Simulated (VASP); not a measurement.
Write the native input for VASP 6.6.1 that does the following.

```
Task                   : single point
Functional             : LDA
Potentials or basis    : VASP PAW LDA potentials, release 64 (Pd)
Cutoff                 : 520 eV
k mesh                 : 10 × 10 × 10
Occupations            : fermi-dirac, width 0.05 eV
Spin                   : non-collinear spin, typed start, spin-orbit coupling
Starting moments       : [[0.0, 0.0, 0.422], [0.0, 0.0, 0.422]] μB
Dipole correction      : no
Further INCAR settings : ALGO = Normal; EDIFF = 1e-06; NBANDS = 32
```

The structure of Pd lies in POSCAR:

```
Pd
1.0
    0.0000000000      2.8073440366      2.8073440366
    2.8073440366      0.0000000000      2.8073440366
    2.8073440366      2.8073440366      0.0000000000
Pd
2
Direct
    0.1250000000      0.1250000000      0.1250000000
    0.8750000000      0.8750000000      0.8750000000
```

This isn't the form of Pd at room conditions, which is fcc.

The input as run:

INCAR

```
SYSTEM = Pd
ALGO = Normal
EDIFF = 1E-6
ENCUT = 520
GGA_COMPAT = .FALSE.
ISIF = 2
ISMEAR = -1
LASPH = .TRUE.
LCHARG = .TRUE.
LMAXMIX = 4
LORBIT = 11
LORBMOM = .TRUE.
LREAL = .FALSE.
LSORBIT = .TRUE.
LVHAR = .TRUE.
LWAVE = .FALSE.
MAGMOM = 0 0 0.422 0 0 0.422
NBANDS = 32
NELM = 150
PREC = Accurate
SIGMA = 0.05
```

KPOINTS

```
k-points
0
G
  10 10 10
  0 0 0
```

Potentials or basis: VASP PAW LDA potentials, release 64 (Pd).

Launch:

```sh
$ cat potpaw_LDA.64/Pd/POTCAR > POTCAR
$ mpirun -np 1 vasp_ncl > vasp.out
```

Results of the run:

| Property | Result |
| --- | --- |
| Pressure | -0.1 GPa |
| Net moment | 0.70 μB per cell |
| Valence electrons inside the program's atomic spheres | Pd 9.42 |

Run time: 3.7 min on 1 thread of Intel(R) Xeon(R) Platinum 8488C (Sapphire Rapids) (shared host), peak memory 0.41 GiB.
